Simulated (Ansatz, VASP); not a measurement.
## Two plane-wave programs on Se

File INCAR:

```
ALGO     = Normal         # electronic algorithm
EDIFF    = 1E-6           # SCF threshold, eV
ENCUT    = 500            # plane-wave cutoff, eV
GGA      = PE             # functional
GGA_COMPAT= F            
ISIF     = 2              # what is computed and relaxed
ISMEAR   = 0              # smearing method
LASPH    = T              # aspherical terms in the spheres
LCHARG   = F              # write CHGCAR
LREAL    = F              # projectors in reciprocal space
LWAVE    = F              # write WAVECAR
NBANDS   = 16             # bands
NELM     = 120            # most SCF steps
PREC     = Accurate       # precision mode
SIGMA    = 0.01           # smearing width, eV
```

The input KPOINTS:

```
k-points
0
Gamma
  5 5 4
```

Contents of POSCAR:

```
Se
1.0
    4.4236565890      0.0000000000      0.0000000000
   -2.2118282945      3.8309988641      0.0000000000
    0.0000000000      0.0000000000      5.0187864228
Se
3
Direct
    0.2254000000      0.0000000000      0.3333333333
    0.0000000000      0.2254000000      0.6666666667
    0.7746000000      0.7746000000      0.0000000000
```

Input for Ansatz:

```yaml
crystal:
  lattice:
    - [4.423656588959658, 0.0, 0.0]
    - [-2.211828294479829, 3.830998864101007, 0.0]
    - [0.0, 0.0, 5.01878642276363]
  atoms:
    - { symbol: Se, position: [0.2254, 0.0, 0.3333333333333333] }
    - { symbol: Se, position: [0.0, 0.2254, 0.6666666666666666] }
    - { symbol: Se, position: [0.7746, 0.7746, 0.0] }
basis:
  ecutwfc: 500.0
kpoints:
  mp_grid:
    grid: [5, 5, 4]
scf:
  occupations:
    method: fixed
output:
  stress: true
```

Alike in both runs: task single point; functional PBE; k mesh 5 × 5 × 4; no spin polarisation.

```csv
,VASP,Ansatz
version,VASP 6.6.1,Ansatz 0.2.0
potentials or method,"VASP PAW PBE potentials, release 64 (Se), cutoff 500 eV","plane waves, PAW"
occupations,"gaussian, width 0.01 eV",fixed
valence electrons in the cell,18,48
```

|  | VASP | Ansatz | Ansatz less VASP |
| --- | --- | --- | --- |
| pressure (GPa) | 0.7 | 0.6 | -0.10 |
| traceless stress, the component that is largest in VASP (GPa) | 0.39 | 0.35 | -0.037 |

VASP's potentials hold 18 valence electrons a cell and Ansatz's 48, so a difference there can come from the potentials and not from the codes.
